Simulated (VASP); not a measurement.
Ti5Si: single point with PBE

Ti5Si:

```
CELL_PARAMETERS angstrom
2.44531 1.41180 4.72953
-2.44531 1.41180 4.72953
0.00000 -2.82360 4.72953
ATOMIC_POSITIONS crystal
Ti 0.15136 0.15136 0.15136
Ti 0.60456 0.39544 0.00000
Ti 0.00000 0.60456 0.39544
Ti 0.84864 0.84864 0.84864
Ti 0.39544 0.00000 0.60456
Si 0.50000 0.50000 0.50000
```

This cell differs from its parent crystal: ratio of the length along z to the lengths across it x 1.1, volume and fractional coordinates fixed.

```
Program                : VASP 6.6.1
Task                   : single point
Functional             : PBE
Potentials or basis    : VASP PAW PBE potentials, release 64 (Ti_sv, Si)
Cutoff                 : 520 eV
k mesh                 : 12 × 12 × 12
Occupations            : gaussian, width 0.15 eV
Spin                   : no spin polarisation
Dipole correction      : no
Further INCAR settings : ALGO = Fast; EDIFF = 1e-06; NBANDS = 41
```

```
Pressure               : -0.7 GPa
Largest force          : 0.294 eV/Å
Band gap on the k mesh : zero (band 32 reaches 9.18 eV, above the bottom of band 33 at 8.60 eV)
```

Forces in eV/Å, atoms in the order of the input:
```
Ti   0.000  0.000  0.294
Ti   0.141  0.000  0.000
Ti  -0.071  0.122  0.000
Ti   0.000  0.000 -0.294
Ti  -0.071 -0.122  0.000
Si   0.000  0.000  0.000
```

Stress tensor (GPa, compression positive):
```
 3.79  0.00  0.00
 0.00  3.79  0.00
 0.00  0.00 -9.53
```

Levels at points of the mesh, in eV from the Fermi level:
| k point | band 30 | band 31 | band 32 | band 33 | band 34 | band 35 |
| --- | --- | --- | --- | --- | --- | --- |
| (0.00, 0.00, 0.00) | -0.76 | -0.76 | -0.17 | -0.17 | 0.03 | 1.01 |
| (0.50, 0.00, 0.00) | -0.76 | -0.63 | 0.38 | 0.48 | 0.50 | 0.52 |
| (0.50, 0.50, 0.00) | -0.66 | -0.26 | -0.15 | -0.12 | 0.25 | 0.82 |
| (0.50, 0.50, 0.50) | -0.58 | -0.45 | -0.45 | 0.20 | 0.20 | 0.93 |

It took 49 min on 1 thread of Intel(R) Xeon(R) Platinum 8488C (Sapphire Rapids) (shared host), peak memory 0.67 GiB.
